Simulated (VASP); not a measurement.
Runs of VASP 6.6.1 on TiO2. The structure is that of space group I4_1/amd (No. 141), or close to it. The cells are those of the table. 

```csv
cell,gap on the mesh (eV),pressure (GPa),largest force (eV/Å)
"a = 5.583 Å, angles 139.4, 139.4, 58.7°, 6 atoms",(c),-7.9,0.25
"a = 5.530 Å, angles 139.4, 139.4, 58.7°, 6 atoms",2.05,-2.7,0.10
"a = 5.366 Å, angles 139.4, 139.4, 58.7°, 6 atoms",2.26,18.8,0.46
"a = 5.476 Å, angles 139.4, 139.4, 58.7°, 6 atoms",(b),(a),0.06
```

Alike in all rows: task single point; level PBE; potentials or basis VASP PAW PBE potentials, release 64 (Ti_sv, O); no spin polarisation; k mesh 8 × 8 × 8; cutoff (eV) 600; smearing gaussian 0.01 eV.

**Question.** Estimate the missing entries.

**Answer.** (a) 3.4; (b) 2.12; (c) 1.98.

Caveats: the cell stands under pressure (at least some runs); the cell stands under tension (at least some runs).

A k mesh can miss the band edges.
